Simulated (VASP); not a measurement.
# Si4C (Pm-3m) in VASP: further runs

Si4C is run at these levels: PBE; tasks: single point.

Everything below comes from runs of VASP 6.6.1. Logs are shortened: lines on timing, memory, paths and dates and some standing lists are left out, and cuts for length are marked.

### Step 1. The cell of the first run

It takes space group Pm-3m (No. 221, cubic). Conventional cell: a = 4.034 Å, b = 4.034 Å, c = 4.034 Å, α = 90.00°, β = 90.00°, γ = 90.00°. Within 2.7 Å of Si (site symmetry 4/mmm) lie 2 C at 2.02 Å. Within 3.8 Å of Si (site symmetry m-3m) lie 12 Si at 2.85 Å and 8 C at 3.49 Å. C (site symmetry m-3m) has 6 Si at 2.02 Å within 2.7 Å.

The cell was generated, and may not be a known phase.

### Step 2. Single point, PBE

File INCAR:

```
SYSTEM = Si4C
ALGO = Normal
EDIFF = 1E-6
ENCUT = 600
GGA = PE
GGA_COMPAT = .FALSE.
ISIF = 2
ISMEAR = 0
LASPH = .TRUE.
LCHARG = .TRUE.
LELF = .TRUE.
LREAL = .FALSE.
LVHAR = .TRUE.
LWAVE = .FALSE.
NBANDS = 18
NELM = 120
PREC = Accurate
SIGMA = 0.1
```

File KPOINTS:

```
k-points
0
G
  4 4 4
  0 0 0
```

File POSCAR:

```
Si4C
1.0
    4.0335312700      0.0000000000      0.0000000000
    0.0000000000      4.0335312700      0.0000000000
    0.0000000000      0.0000000000      4.0335312700
Si C
4 1
Direct
    0.0000000000      0.5000000000      0.5000000000
    0.5000000000      0.5000000000      0.0000000000
    0.5000000000      0.0000000000      0.5000000000
    0.0000000000      0.0000000000      0.0000000000
    0.5000000000      0.5000000000      0.5000000000
```

Potentials or basis: VASP PAW PBE potentials, release 64 (Si, C).

On the command line:

```console
cat potpaw_PBE.64/Si/POTCAR potpaw_PBE.64/C/POTCAR > POTCAR
mpirun -np 1 vasp_std > vasp.out
```

OUTCAR:

```text
SYSTEM = Si4C
   EDIFF = 1E-6
   ENCUT = 600
   GGA = PE
   ISIF = 2
   ISMEAR = 0
   LASPH = .TRUE.
   LREAL = .FALSE.
   NELM = 120
   PREC = Accurate

 ion  position               nearest neighbor table
   1  0.000  0.500  0.500-   5 2.02   5 2.02   4 2.85   2 2.85   2 2.85   4 2.85   3 2.85   4 2.85
                             4 2.85   2 2.85   3 2.85   3 2.85   2 2.85   3 2.85
   2  0.500  0.500  0.000-   5 2.02   5 2.02   4 2.85   1 2.85   1 2.85   3 2.85   3 2.85   3 2.85
                             4 2.85   3 2.85   1 2.85   4 2.85   1 2.85   4 2.85
   3  0.500  0.000  0.500-   5 2.02   5 2.02   4 2.85   1 2.85   2 2.85   4 2.85   1 2.85   2 2.85
                             2 2.85   2 2.85   1 2.85   4 2.85   4 2.85   1 2.85
   4  0.000  0.000  0.000-   1 2.85   2 2.85   3 2.85   1 2.85   3 2.85   1 2.85   2 2.85   1 2.85
                             2 2.85   3 2.85   3 2.85   2 2.85
   5  0.500  0.500  0.500-   1 2.02   2 2.02   3 2.02   2 2.02   3 2.02   1 2.02

  LATTYP: Found a simple cubic cell.
 ALAT       =     4.0335312700

  Lattice vectors:

 A1 = (   4.0335312700,   0.0000000000,   0.0000000000)
 A2 = (   0.0000000000,   4.0335312700,   0.0000000000)
 A3 = (   0.0000000000,   0.0000000000,   4.0335312700)

Analysis of symmetry for initial positions (statically):
=====================================================================
 Subroutine PRICEL returns:
 Original cell was already a primitive cell.

 Routine SETGRP: Setting up the symmetry group for a
 simple cubic supercell.

 Subroutine GETGRP returns: Found 48 space group operations
 (whereof 48 operations were pure point group operations)
 out of a pool of 48 trial point group operations.

The static configuration has the point symmetry O_h .

Analysis of symmetry for dynamics (positions and initial velocities):
=====================================================================
 Subroutine PRICEL returns:
 Original cell was already a primitive cell.

 Routine SETGRP: Setting up the symmetry group for a
 simple cubic supercell.

 Subroutine GETGRP returns: Found 48 space group operations
 (whereof 48 operations were pure point group operations)
 out of a pool of 48 trial point group operations.

The dynamic configuration has the point symmetry O_h .

 Subroutine INISYM returns: Found 48 space group operations
 (whereof 48 operations are pure point group operations),
 and found     1 'primitive' translations

----------------------------------------------------------------------------------------

                                     Primitive cell

  volume of cell :      65.6230

  direct lattice vectors                    reciprocal lattice vectors
     4.033531270  0.000000000  0.000000000     0.247921717  0.000000000  0.000000000
     0.000000000  4.033531270  0.000000000     0.000000000  0.247921717  0.000000000
     0.000000000  0.000000000  4.033531270     0.000000000  0.000000000  0.247921717

  length of vectors
     4.033531270  4.033531270  4.033531270     0.247921717  0.247921717  0.247921717

  position of ions in fractional coordinates (direct lattice)
     0.000000000  0.500000000  0.500000000
     0.500000000  0.500000000  0.000000000
     0.500000000  0.000000000  0.500000000
     0.000000000  0.000000000  0.000000000
     0.500000000  0.500000000  0.500000000

  ion indices of the primitive-cell ions
   primitive index   ion index
                 1           1
                 2           2
                 3           3
                 4           4
                 5           5

----------------------------------------------------------------------------------------

 KPOINTS: k-points

Automatic generation of k-mesh.
 Grid dimensions read from file:
 generate k-points for:    4    4    4

 Generating k-lattice:

  Cartesian coordinates                     Fractional coordinates (reciprocal lattice)
     0.061980429  0.000000000  0.000000000     0.250000000  0.000000000  0.000000000
     0.000000000  0.061980429  0.000000000     0.000000000  0.250000000  0.000000000
     0.000000000  0.000000000  0.061980429     0.000000000  0.000000000  0.250000000

  Length of vectors
     0.061980429  0.061980429  0.061980429

  Shift w.r.t. Gamma in fractional coordinates (k-lattice)
     0.000000000  0.000000000  0.000000000

 Subroutine IBZKPT returns following result:
 ===========================================

 Found     10 irreducible k-points:

 Following reciprocal coordinates:
            Coordinates               Weight
  0.000000  0.000000  0.000000      1.000000
  0.250000  0.000000  0.000000      6.000000
  0.500000  0.000000  0.000000      3.000000
  0.250000  0.250000  0.000000     12.000000
  0.500000  0.250000  0.000000     12.000000
  0.500000  0.500000  0.000000      3.000000
  0.250000  0.250000  0.250000      8.000000
  0.500000  0.250000  0.250000     12.000000
  0.500000  0.500000  0.250000      6.000000
  0.500000  0.500000  0.500000      1.000000
   k-points           NKPTS =     10   k-points in BZ     NKDIM =     10   number of bands    NBANDS=     18
   number of dos      NEDOS =    301   number of ions     NIONS =      5
   total plane-waves  NPLWV =  32768
   dimension x,y,z NGX =    32 NGY =   32 NGZ =   32
   dimension x,y,z NGXF=    64 NGYF=   64 NGZF=   64
   ions per type =               4   1
   NGX,Y,Z   is equivalent  to a cutoff of  13.19, 13.19, 13.19 a.u.
   NGXF,Y,Z  is equivalent  to a cutoff of  26.38, 26.38, 26.38 a.u.
 SYSTEM =  Si4C
   PREC   = accura    normal or accurate (medium, high low for compatibility)
   ISTART =      0    job   : 0-new  1-cont  2-samecut
   ICHARG =      2    charge: 1-file 2-atom 10-const
   ISPIN  =      1    spin polarized calculation?
   LNONCOLLINEAR =      F non collinear calculations
   LSORBIT =      F    spin-orbit coupling
   LASPH  =      T    aspherical Exc in radial PAW
   ENCUT  =  600.0 eV  44.10 Ry    6.64 a.u.   8.06  8.06  8.06*2*pi/ulx,y,z
   NELM   =    120;   NELMIN=  2; NELMDL= -5     # of ELM steps
   EDIFF  = 0.1E-05   stopping-criterion for ELM
   LREAL  =      F    real-space projection
   EDIFFG = 0.1E-04   stopping-criterion for IOM
   NSW    =      0    number of steps for IOM
   IBRION =     -1    ionic relax: 0-MD 1-quasi-New 2-CG
   NFREE  =      0    steps in history (QN), initial steepest desc. (CG)
   ISIF   =      2    stress and relaxation
   ISYM   =      2    0-nonsym 1-usesym 2-fastsym
   POTIM  = 0.5000    time-step for ionic-motion
   TEBEG  =    0.0;   TEEND  =   0.0 temperature during run
   PSTRESS=    0.0 pullay stress
   NELECT =      20.0000    total number of electrons
   NUPDOWN=      -1.0000    fix difference up-down
   EMIN   =  10.00;   EMAX   =-10.00  energy-range for DOS
   EFERMI =   0.00;   METHOD = LEGACY
   ISMEAR =     0;   SIGMA  =   0.10  broadening in eV -4-tet -1-fermi 0-gaus
   EFERMI_NEDOS =   21; number of points for ismear=-14 and -15
   IALGO  =     38    algorithm
   IMIX   =      4    mixing-type and parameters
     AMIX     =   0.40;   BMIX     =  1.00
     AMIX_MAG =   1.60;   BMIX_MAG =  1.00
  volume/ion in A,a.u.               =      13.12        88.57
  Fermi-wavevector in a.u.,A,eV,Ry     =   1.101707  2.081924 16.514181  1.213758
  Thomas-Fermi vector in A             =   2.238138
   LORBIT       =      0    0 simple, 1 ext, 2 COOP (PROOUT), +10 PAW based schemes
   GGA     = PE    functional components
   LHFCALC =     F    Hartree Fock is set to
   AEXX    =    0.0000 exact exchange contribution
   IVDW    =     0    specifies the selected vdW correction
   LEPSILON=     F    determine dielectric tensor
   LRPA    =     F    only Hartree local field effects (RPA)
 non-spin polarized calculation
 Gauss-broadening in eV      SIGMA  =   0.10
  energy-cutoff  :      600.00
  volume of cell :       65.62
 maximum number of plane-waves:      2272
   NGX = 17   NGY = 17   NGZ = 17

 number of electron      20.0000001 magnetization

 Free energy of the ion-electron system (eV)
  ---------------------------------------------------
  ext. energy  EPLUGINS =         0.00000000
  ---------------------------------------------------
  free energy    TOTEN  =       -26.44290649 eV

  energy without entropy =      -26.43579965  energy(sigma->0) =      -26.43935307

 E-fermi :   9.6406     XC(G=0): -11.2196

 val. band max:        9.3516668249   @ k =   0.2500   0.2500   0.0000
 cond. band min:       9.7119554970   @ k =   0.2500   0.2500   0.0000
 fundamental gap:      0.3602886721
 Fermi energy:         9.6405649519

 k-point     1 :       0.0000    0.0000    0.0000
  band No.  band energies     occupation
      1      -6.3800      2.00000
      2       0.9595      2.00000
      3       2.2296      2.00000
      4       2.2296      2.00000
      5       2.2296      2.00000
      6       4.7073      2.00000
[... 10 lines left out ...]
     17      13.5671      0.00000
     18      15.4136      0.00000

 k-point     2 :       0.2500    0.0000    0.0000
  band No.  band energies     occupation
      1      -6.0070      2.00000
      2      -0.8612      2.00000
      3       2.5287      2.00000
      4       2.5287      2.00000
      5       2.5500      2.00000
      6       5.1397      2.00000
[... 10 lines left out ...]
     17      15.5382      0.00000
     18      16.1721      0.00000

 k-point     3 :       0.5000    0.0000    0.0000
  band No.  band energies     occupation
      1      -5.4623      2.00000
      2      -2.2747      2.00000
      3       2.9241      2.00000
      4       2.9241      2.00000
      5       3.6572      2.00000
      6       4.3794      2.00000
[... 118 lines left out ...]
 k-point     9 :       0.5000    0.5000    0.2500
  band No.  band energies     occupation
      1      -4.4301      2.00000
      2      -0.4407      2.00000
      3      -0.4407      2.00000
      4       1.2073      2.00000
      5       1.3793      2.00000
      6       4.8420      2.00000
[... 10 lines left out ...]
     17      16.4480      0.00000
     18      17.3560      0.00000

 k-point    10 :       0.5000    0.5000    0.5000
  band No.  band energies     occupation
      1      -4.0585      2.00000
      2       0.1310      2.00000
      3       0.1310      2.00000
      4       0.1310      2.00000
      5       2.4517      2.00000
      6       3.2995      2.00000
[... 10 lines left out ...]
     17      16.8465      0.00000
     18      16.9698      0.00000

------------------------ aborting loop because EDIFF is reached ----------------------------------------

  FORCE on cell =-STRESS in cart. coord.  units (eV):
  Direction    XX          YY          ZZ          XY          YZ          ZX
  --------------------------------------------------------------------------------------
  -------------------------------------------------------------------------------------
  Total        1.7420974      1.7420974      1.7420974      0.0000000     -0.0000000      0.0000000
  in kB       42.5330696     42.5330696     42.5330696      0.0000000     -0.0000000      0.0000000
  external PRESSURE =      42.5330696 kB  Pullay stress =       0.0000000 kB

 VOLUME and BASIS-vectors are now :
 -----------------------------------------------------------------------------
  energy-cutoff  :      600.00
  volume of cell :       65.62
      direct lattice vectors                 reciprocal lattice vectors
     4.033531270  0.000000000  0.000000000     0.247921717  0.000000000  0.000000000
     0.000000000  4.033531270  0.000000000     0.000000000  0.247921717  0.000000000
     0.000000000  0.000000000  4.033531270     0.000000000  0.000000000  0.247921717

 POSITION                                       TOTAL-FORCE (eV/Angst)
 -----------------------------------------------------------------------------------
      0.00000      2.01677      2.01677         0.000000      0.000000      0.000000
      2.01677      2.01677      0.00000         0.000000      0.000000      0.000000
      2.01677      0.00000      2.01677         0.000000      0.000000      0.000000
      0.00000      0.00000      0.00000         0.000000      0.000000      0.000000
      2.01677      2.01677      2.01677         0.000000      0.000000      0.000000
 -----------------------------------------------------------------------------------
    total drift:                                0.000000     -0.000000     -0.000000

  FREE ENERGIE OF THE ION-ELECTRON SYSTEM (eV)
  ---------------------------------------------------
  free  energy   TOTEN  =       -26.4429064866 eV

  energy  without entropy=      -26.4357996490  energy(sigma->0) =      -26.43935307
```

It took 25 s on 1 thread of Intel Xeon 8259CL, shared host; peak memory 0.17 GiB.

What came out:

```
Free energy            : -26.4429 eV
Pressure               : 4.3 GPa
Band gap on the k mesh : zero (bands 10 and 11 overlap by 2.39 eV)
```

Caveat: the k points lie up to 0.39 Å⁻¹ apart, too coarse for converged energies and pressures of a metal.

(Continued in part 2 of 2.)

The gap in the log of VASP goes by the Fermi energy; the results here count the filled bands.